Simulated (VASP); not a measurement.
Set up this calculation in VASP 6.6.1, as the native input.

```
Task                   : single point
Functional             : r2SCAN
Potentials or basis    : VASP PAW PBE potentials, release 64 (Ag)
Cutoff                 : 520 eV
k mesh                 : 6 × 6 × 6
Occupations            : fermi-dirac, width 0.1 eV
Spin                   : no spin polarisation
Dipole correction      : no
Further INCAR settings : ALGO = Normal; EDIFF = 1e-06; NBANDS = 12
```

Ag:

```
Ag
1.0
     0.00000    2.05190    2.05190
     2.05190    0.00000    2.05190
     2.05190    2.05190    0.00000
Ag
1
Direct
  0.00000 0.00000 0.00000
```

These files were run (other wordings do the same):

POSCAR

```
Ag
1.0
    0.0000000000      2.0519023311      2.0519023311
    2.0519023311      0.0000000000      2.0519023311
    2.0519023311      2.0519023311      0.0000000000
Ag
1
Direct
    0.0000000000      0.0000000000      0.0000000000
```

INCAR.step1

```
PREC = Accurate
ENCUT = 520
ISMEAR = -1
SIGMA = 0.1
LREAL = F
LASPH = T
NELM = 60
NBANDS = 12
GGA = PE
ALGO = Normal
EDIFF = 1E-4
LWAVE = T
LCHARG = F
```

INCAR.step2

```
PREC = Accurate
ENCUT = 520
EDIFF = 1E-6
ISMEAR = -1
SIGMA = 0.1
LREAL = F
LASPH = T
NELM = 60
ALGO = Normal
ISIF = 2
LWAVE = F
LCHARG = T
METAGGA = R2SCAN
LMIXTAU = T
LELF = T
LVHAR = T
NBANDS = 12
ISTART = 1
```

KPOINTS

```
regular mesh
0
Gamma
  6 6 6
```

Potentials or basis: VASP PAW PBE potentials, release 64 (Ag).

The run is started by

```console
$ cat potpaw_PBE.64/Ag/POTCAR > POTCAR
$ cp INCAR.step1 INCAR
$ mpirun -np 1 vasp_std > vasp.out
$ cp INCAR.step2 INCAR
$ mpirun -np 1 vasp_std > vasp.out
```

It gave:

```yaml
Pressure: 1.1 GPa
```

Caveat: the k points lie up to 0.44 Å⁻¹ apart; the PAW data sets were made with another functional, which shifts forces and pressure a little.

Run time: 18 s on 1 thread of Intel Xeon 8259CL, with other jobs on the host, peak memory 0.14 GiB.
